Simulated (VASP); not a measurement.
# PbS (P4/mmm) in VASP: notebook

PbS is run at these levels: PBEsol; tasks: single point.

Everything below comes from runs of VASP 6.6.1. Logs are shortened: lines on timing, memory, paths and dates and some standing lists are left out, and cuts for length are marked.

## 1. The cell of the first run

Symmetry: P4/mmm, No. 123, tetragonal system. Conventional cell: a = 3.654 Å, b = 3.654 Å, c = 3.471 Å, α = 90.00°, β = 90.00°, γ = 90.00°. Pb (site symmetry 4/mmm) has 8 S at 3.11 Å and 6 Pb at 3.47 to 3.65 Å within 4.1 Å. S (site symmetry 4/mmm) has 8 Pb at 3.11 Å and 6 S at 3.47 to 3.65 Å within 4.1 Å.

## 2. Single point, PBEsol (strain -0.0500 x Voigt [0, 0, 1, 0, 0, 0])

INCAR reads:

```
  PREC = Accurate
  ENCUT = 520
  EDIFF = 1E-6
  ISMEAR = 0
  SIGMA = 0.15
  LREAL = False
  LASPH = True
  NELM = 100
  ALGO = Normal
  ISIF = 2
  LWAVE = False
  LCHARG = False
  GGA = PS
  NBANDS = 17
```

KPOINTS reads:

```
Automatic mesh
0
Gamma
  14 14 14
```

POSCAR reads:

```
PbS
1.0
    3.6536590000      0.0000000000      0.0000000000
    0.0000000000      3.6536590000      0.0000000000
    0.0000000000      0.0000000000      3.4709760500
Pb S
1 1
Direct
    0.0000000000      0.0000000000      0.0000000000
    0.5000000000      0.5000000000      0.5000000000
```

Potentials or basis: VASP PAW PBE potentials, release 64 (Pb_d, S).

Started as:

```
> cat potpaw_PBE.64/Pb_d/POTCAR potpaw_PBE.64/S/POTCAR > POTCAR
> mpirun -np 1 vasp_std > vasp.out
```

OUTCAR:

```text
PREC = Accurate
   ENCUT = 520
   EDIFF = 1E-6
   ISMEAR = 0
   LREAL = False
   LASPH = True
   NELM = 100
   ISIF = 2
   GGA = PS

 ion  position               nearest neighbor table
   1  0.000  0.000  0.000-   2 3.11   2 3.11   2 3.11   2 3.11   2 3.11   2 3.11   2 3.11   2 3.11

   2  0.500  0.500  0.500-   1 3.11   1 3.11   1 3.11   1 3.11   1 3.11   1 3.11   1 3.11   1 3.11

  LATTYP: Found a simple tetragonal cell.
 ALAT       =     3.6536590000
 C/A-ratio  =     0.9500000000

  Lattice vectors:

 A1 = (   3.6536590000,   0.0000000000,   0.0000000000)
 A2 = (   0.0000000000,   3.6536590000,   0.0000000000)
 A3 = (   0.0000000000,   0.0000000000,   3.4709760500)

Analysis of symmetry for initial positions (statically):
=====================================================================
 Subroutine PRICEL returns:
 Original cell was already a primitive cell.

 Routine SETGRP: Setting up the symmetry group for a
 simple tetragonal supercell.

 Subroutine GETGRP returns: Found 16 space group operations
 (whereof 16 operations were pure point group operations)
 out of a pool of 16 trial point group operations.

The static configuration has the point symmetry D_4h.

Analysis of symmetry for dynamics (positions and initial velocities):
=====================================================================
 Subroutine PRICEL returns:
 Original cell was already a primitive cell.

 Routine SETGRP: Setting up the symmetry group for a
 simple tetragonal supercell.

 Subroutine GETGRP returns: Found 16 space group operations
 (whereof 16 operations were pure point group operations)
 out of a pool of 16 trial point group operations.

The dynamic configuration has the point symmetry D_4h.

 Subroutine INISYM returns: Found 16 space group operations
 (whereof 16 operations are pure point group operations),
 and found     1 'primitive' translations

----------------------------------------------------------------------------------------

                                     Primitive cell

  volume of cell :      46.3348

  direct lattice vectors                    reciprocal lattice vectors
     3.653659000  0.000000000  0.000000000     0.273698230  0.000000000  0.000000000
     0.000000000  3.653659000  0.000000000     0.000000000  0.273698230  0.000000000
     0.000000000  0.000000000  3.470976050     0.000000000  0.000000000  0.288103400

  length of vectors
     3.653659000  3.653659000  3.470976050     0.273698230  0.273698230  0.288103400

  position of ions in fractional coordinates (direct lattice)
     0.000000000  0.000000000  0.000000000
     0.500000000  0.500000000  0.500000000

  ion indices of the primitive-cell ions
   primitive index   ion index
                 1           1
                 2           2

----------------------------------------------------------------------------------------

 KPOINTS: Automatic mesh

Automatic generation of k-mesh.
 Grid dimensions read from file:
 generate k-points for:   14   14   14

 Generating k-lattice:

  Cartesian coordinates                     Fractional coordinates (reciprocal lattice)
     0.019549874  0.000000000  0.000000000     0.071428571  0.000000000  0.000000000
     0.000000000  0.019549874  0.000000000     0.000000000  0.071428571  0.000000000
     0.000000000  0.000000000  0.020578814     0.000000000  0.000000000  0.071428571

  Length of vectors
     0.019549874  0.019549874  0.020578814

  Shift w.r.t. Gamma in fractional coordinates (k-lattice)
     0.000000000  0.000000000  0.000000000

 Subroutine IBZKPT returns following result:
 ===========================================

 Found    288 irreducible k-points:

 Following reciprocal coordinates:
            Coordinates               Weight
  0.000000  0.000000  0.000000      1.000000
  0.071429  0.000000  0.000000      4.000000
  0.142857  0.000000  0.000000      4.000000
  0.214286  0.000000  0.000000      4.000000
  0.285714  0.000000  0.000000      4.000000
  0.357143  0.000000  0.000000      4.000000
[... 16 lines left out ...]
  0.285714  0.214286  0.000000      8.000000
  0.357143  0.214286  0.000000      8.000000
 [... further k-points ...]
   k-points           NKPTS =    288   k-points in BZ     NKDIM =    288   number of bands    NBANDS=     17
   number of dos      NEDOS =    301   number of ions     NIONS =      2
   total plane-waves  NPLWV =  21952
   dimension x,y,z NGX =    28 NGY =   28 NGZ =   28
   dimension x,y,z NGXF=    56 NGYF=   56 NGZF=   56
   ions per type =               1   1
   NGX,Y,Z   is equivalent  to a cutoff of  12.74, 12.74, 13.41 a.u.
   NGXF,Y,Z  is equivalent  to a cutoff of  25.48, 25.48, 26.82 a.u.
 SYSTEM =  unknown system
   PREC   = accura    normal or accurate (medium, high low for compatibility)
   ISTART =      0    job   : 0-new  1-cont  2-samecut
   ICHARG =      2    charge: 1-file 2-atom 10-const
   ISPIN  =      1    spin polarized calculation?
   LNONCOLLINEAR =      F non collinear calculations
   LSORBIT =      F    spin-orbit coupling
   LASPH  =      T    aspherical Exc in radial PAW
   ENCUT  =  520.0 eV  38.22 Ry    6.18 a.u.   6.79  6.79  6.45*2*pi/ulx,y,z
   NELM   =    100;   NELMIN=  2; NELMDL= -5     # of ELM steps
   EDIFF  = 0.1E-05   stopping-criterion for ELM
   LREAL  =      F    real-space projection
   EDIFFG = 0.1E-04   stopping-criterion for IOM
   NSW    =      0    number of steps for IOM
   IBRION =     -1    ionic relax: 0-MD 1-quasi-New 2-CG
   NFREE  =      0    steps in history (QN), initial steepest desc. (CG)
   ISIF   =      2    stress and relaxation
   ISYM   =      2    0-nonsym 1-usesym 2-fastsym
   POTIM  = 0.5000    time-step for ionic-motion
   TEBEG  =    0.0;   TEEND  =   0.0 temperature during run
   PSTRESS=    0.0 pullay stress
   NELECT =      20.0000    total number of electrons
   NUPDOWN=      -1.0000    fix difference up-down
   EMIN   =  10.00;   EMAX   =-10.00  energy-range for DOS
   EFERMI =   0.00;   METHOD = LEGACY
   ISMEAR =     0;   SIGMA  =   0.15  broadening in eV -4-tet -1-fermi 0-gaus
   EFERMI_NEDOS =   21; number of points for ismear=-14 and -15
   IALGO  =     38    algorithm
   IMIX   =      4    mixing-type and parameters
     AMIX     =   0.40;   BMIX     =  1.00
     AMIX_MAG =   1.60;   BMIX_MAG =  1.00
  volume/ion in A,a.u.               =      23.17       156.34
  Fermi-wavevector in a.u.,A,eV,Ry     =   1.237226  2.338018 20.826813  1.530728
  Thomas-Fermi vector in A             =   2.371802
   LORBIT       =      0    0 simple, 1 ext, 2 COOP (PROOUT), +10 PAW based schemes
   GGA     = PS    functional components
   LHFCALC =     F    Hartree Fock is set to
   AEXX    =    0.0000 exact exchange contribution
   IVDW    =     0    specifies the selected vdW correction
   LEPSILON=     F    determine dielectric tensor
   LRPA    =     F    only Hartree local field effects (RPA)
 non-spin polarized calculation
 Gauss-broadening in eV      SIGMA  =   0.15
  energy-cutoff  :      520.00
  volume of cell :       46.33
 maximum number of plane-waves:      1280
 NGX is ok and might be reduce to    28
   NGX = 13   NGY = 13   NGZ = 13

 number of electron      19.9999996 magnetization

 Free energy of the ion-electron system (eV)
  ---------------------------------------------------
  ext. energy  EPLUGINS =         0.00000000
  ---------------------------------------------------
  free energy    TOTEN  =        -9.00049475 eV

  energy without entropy =       -8.99124751  energy(sigma->0) =       -8.99587113

 E-fermi :   6.5463     XC(G=0): -10.6018

 val. band max:        6.5421128753   @ k =   0.4286   0.4286   0.4286
 cond. band min:       6.5613003333   @ k =   0.4286   0.4286   0.3571
 fundamental gap:      0.0191874580
 Fermi energy:         6.5463221329

 k-point     1 :       0.0000    0.0000    0.0000
  band No.  band energies     occupation
      1     -10.2744      2.00000
      2     -10.2019      2.00000
      3      -9.9880      2.00000
      4      -9.9820      2.00000
      5      -9.9820      2.00000
      6      -6.9430      2.00000
[... 9 lines left out ...]
     16      19.0162      0.00000
     17      19.8049      0.00000

 k-point     2 :       0.0714    0.0000    0.0000
  band No.  band energies     occupation
      1     -10.2723      2.00000
      2     -10.1956      2.00000
      3      -9.9911      2.00000
      4      -9.9849      2.00000
      5      -9.9817      2.00000
      6      -6.8975      2.00000
[... 9 lines left out ...]
     16      19.0343      0.00000
     17      19.7306      0.00000

 k-point     3 :       0.1429    0.0000    0.0000
  band No.  band energies     occupation
      1     -10.2675      2.00000
      2     -10.1770      2.00000
      3     -10.0000      2.00000
      4      -9.9930      2.00000
      5      -9.9809      2.00000
      6      -6.7629      2.00000
[... 9 lines left out ...]
     16      19.1491      0.00000
     17      19.3443      0.00000

 k-point     4 :       0.2143    0.0000    0.0000
  band No.  band energies     occupation
      1     -10.2623      2.00000
      2     -10.1486      2.00000
      3     -10.0129      2.00000
      4     -10.0046      2.00000
      5      -9.9797      2.00000
      6      -6.5460      2.00000
[... 9 lines left out ...]
     16      18.3413      0.00000
     17      19.4256      0.00000

 k-point     5 :       0.2857    0.0000    0.0000
  band No.  band energies     occupation
      1     -10.2578      2.00000
      2     -10.1159      2.00000
      3     -10.0271      2.00000
      4     -10.0175      2.00000
      5      -9.9784      2.00000
      6      -6.2624      2.00000
[... 9 lines left out ...]
     16      17.4716      0.00000
     17      19.7349      0.00000

 k-point     6 :       0.3571    0.0000    0.0000
  band No.  band energies     occupation
      1     -10.2544      2.00000
      2     -10.0861      2.00000
      3     -10.0398      2.00000
      4     -10.0291      2.00000
      5      -9.9773      2.00000
      6      -5.9458      2.00000
[... 9 lines left out ...]
     16      17.2992      0.00000
     17      19.6828      0.00000

 k-point     7 :       0.4286    0.0000    0.0000
  band No.  band energies     occupation
      1     -10.2522      2.00000
      2     -10.0653      2.00000
      3     -10.0486      2.00000
      4     -10.0370      2.00000
      5      -9.9764      2.00000
      6      -5.6673      2.00000
[... 9 lines left out ...]
     16      18.8138      0.00000
     17      19.6617      0.00000

 k-point     8 :       0.5000    0.0000    0.0000
  band No.  band energies     occupation
      1     -10.2515      2.00000
      2     -10.0579      2.00000
      3     -10.0517      2.00000
      4     -10.0399      2.00000
      5      -9.9762      2.00000
      6      -5.5480      2.00000
[... 9 lines left out ...]
     16      19.6542      0.00000
     17      20.3522      0.00000
[... 203 lines left out ...]
      1     -10.2398      2.00000
      2     -10.0664      2.00000
      3     -10.0662      2.00000
      4     -10.0272      2.00000
      5      -9.9874      2.00000
      6      -5.7828      2.00000
[... 9 lines left out ...]
     16      17.5569      0.00000
     17      18.4044      0.00000

 k-point    20 :       0.4286    0.1429    0.0000
  band No.  band energies     occupation
      1     -10.2371      2.00000
      2     -10.0771      2.00000
      3     -10.0457      2.00000
      4     -10.0350      2.00000
      5      -9.9865      2.00000
      6      -5.5172      2.00000
[... 9 lines left out ...]
     16      18.5841      0.00000
     17      18.8867      0.00000

 k-point    21 :       0.5000    0.1429    0.0000
  band No.  band energies     occupation
      1     -10.2362      2.00000
      2     -10.0810      2.00000
      3     -10.0383      2.00000
      4     -10.0378      2.00000
      5      -9.9862      2.00000
      6      -5.4053      2.00000
[... 9 lines left out ...]
     16      18.6735      0.00000
     17      19.5434      0.00000

 k-point    22 :       0.2143    0.2143    0.0000
  band No.  band energies     occupation
      1     -10.2408      2.00000
      2     -10.1021      2.00000
      3     -10.0523      2.00000
      4     -10.0030      2.00000
      5     -10.0002      2.00000
      6      -6.1577      2.00000
[... 9 lines left out ...]
     16      17.6259      0.00000
     17      17.8734      0.00000

 k-point    23 :       0.2857    0.2143    0.0000
  band No.  band energies     occupation
      1     -10.2328      2.00000
      2     -10.0742      2.00000
      3     -10.0716      2.00000
      4     -10.0142      2.00000
      5      -9.9997      2.00000
      6      -5.8876      2.00000
[... 9 lines left out ...]
     16      17.5606      0.00000
     17      17.6888      0.00000

 k-point    24 :       0.3571    0.2143    0.0000
  band No.  band energies     occupation
      1     -10.2270      2.00000
      2     -10.0935      2.00000
      3     -10.0427      2.00000
      4     -10.0252      2.00000
      5      -9.9982      2.00000
      6      -5.5948      2.00000
[... 9 lines left out ...]
     16      17.7270      0.00000
     17      17.9420      0.00000

 [... further k-points ...]

------------------------ aborting loop because EDIFF is reached ----------------------------------------

  FORCE on cell =-STRESS in cart. coord.  units (eV):
  Direction    XX          YY          ZZ          XY          YZ          ZX
  --------------------------------------------------------------------------------------
  -------------------------------------------------------------------------------------
  Total       -0.6216662     -0.6216662      0.7198446      0.0000000      0.0000000      0.0000000
  in kB      -21.4961260    -21.4961260     24.8909640      0.0000000      0.0000000      0.0000000
  external PRESSURE =      -6.0337626 kB  Pullay stress =       0.0000000 kB

 VOLUME and BASIS-vectors are now :
 -----------------------------------------------------------------------------
  energy-cutoff  :      520.00
  volume of cell :       46.33
      direct lattice vectors                 reciprocal lattice vectors
     3.653659000  0.000000000  0.000000000     0.273698230  0.000000000  0.000000000
     0.000000000  3.653659000  0.000000000     0.000000000  0.273698230  0.000000000
     0.000000000  0.000000000  3.470976050     0.000000000  0.000000000  0.288103400

 POSITION                                       TOTAL-FORCE (eV/Angst)
 -----------------------------------------------------------------------------------
      0.00000      0.00000      0.00000         0.000000      0.000000      0.000000
      1.82683      1.82683      1.73549         0.000000      0.000000      0.000000
 -----------------------------------------------------------------------------------
    total drift:                               -0.000000      0.000000      0.000000

  FREE ENERGIE OF THE ION-ELECTRON SYSTEM (eV)
  ---------------------------------------------------
  free  energy   TOTEN  =        -9.0004947513 eV

  energy  without entropy=       -8.9912475117  energy(sigma->0) =       -8.99587113
```

It took 4 min on 1 thread of Intel Xeon 8259CL, shared host; peak memory 0.33 GiB.

Results:

| Item | Value |
| --- | --- |
| Free energy | -9.0005 eV |
| Pressure | -0.6 GPa |
| Band gap on the k mesh | zero (bands 10 and 11 overlap by 1.03 eV) |

Stress tensor (GPa, compression positive):
```
-2.15  0.00  0.00
 0.00 -2.15  0.00
 0.00  0.00  2.49
```

Caveat: the cell differs from its parent crystal (strain -0.0500 x Voigt [0, 0, 1, 0, 0, 0]); the PAW data sets were made with another functional, which shifts forces and pressure a little; spin-orbit coupling is left out, which moves the levels of the heavy elements.

## 3. Single point, PBEsol (strain -0.0250 x Voigt [0, 0, 1, 0, 0, 0])

INCAR reads:

```
SYSTEM = PbS
ALGO     = Normal         ! electronic algorithm
EDIFF    = 1E-7           ! SCF threshold, eV
ENCUT    = 520            ! plane-wave cutoff, eV
GGA      = PS             ! functional
ISIF     = 2              ! what is computed and relaxed
ISMEAR   = 0              ! smearing method
LASPH    = .True.         ! aspherical terms in the spheres
LCHARG   = .False.        ! write CHGCAR
LREAL    = .False.        ! projectors in reciprocal space
LWAVE    = .False.        ! write WAVECAR
NBANDS   = 17             ! bands
NELM     = 60             ! most SCF steps
PREC     = Accurate       ! precision mode
SIGMA    = 0.15           ! smearing width, eV
```

KPOINTS reads:

```
k-points
0
Gamma
  14 14 14
  0 0 0
```

POSCAR, as its differences from that of step 2:

```diff
@@ -4,3 +4,3 @@
     0.0000000000      3.6536590000      0.0000000000
-    0.0000000000      0.0000000000      3.4709760500
+    0.0000000000      0.0000000000      3.5623175250
 Pb S
```

Potentials or basis: VASP PAW PBE potentials, release 64 (Pb_d, S).

Started as:

```
> cat potpaw_PBE.64/Pb_d/POTCAR potpaw_PBE.64/S/POTCAR > POTCAR
> mpirun -np 1 vasp_std > vasp.out
```

Wall time 4.3 min (1 thread of Intel Xeon 8259CL, shared host); peak memory 0.34 GiB.

The run converged. Its results:

- Free energy: -9.0079 eV
- Pressure: -2.2 GPa
- Band gap on the k mesh: zero (bands 10 and 11 overlap by 0.78 eV)

Stress tensor (GPa, compression positive):
```
-2.91  0.00  0.00
 0.00 -2.91  0.00
 0.00  0.00 -0.66
```

Levels at points of the mesh, in eV from the Fermi level:
```csv
k point,band 7,band 8,band 9,band 10,band 11,band 12,band 13,band 14
"(0.00, 0.00, 0.00)",-6.63,-1.74,-1.74,-1.39,5.29,5.54,6.65,6.65
"(0.50, 0.00, 0.00)",-9.16,-0.55,-0.30,0.02,0.40,3.76,4.28,6.64
"(0.50, 0.50, 0.00)",-7.37,-4.63,-4.63,-0.12,4.49,4.49,6.32,7.37
"(0.00, 0.00, 0.50)",-8.98,-0.49,-0.49,-0.11,0.14,3.92,3.92,6.57
"(0.50, 0.00, 0.50)",-7.17,-4.58,-4.55,-0.31,4.08,4.31,5.98,7.10
"(0.50, 0.50, 0.50)",-5.85,-2.50,-2.41,-2.41,-0.71,-0.49,-0.49,13.70
```

Caveat: the cell differs from its parent crystal (strain -0.0250 x Voigt [0, 0, 1, 0, 0, 0]); semilocal functionals underestimate gaps, and a narrow one can read as zero; the PAW data sets were made with another functional, which shifts forces and pressure a little; spin-orbit coupling is left out, which moves the levels of the heavy elements.

The gap in the log of VASP goes by the Fermi energy; the results here count the filled bands.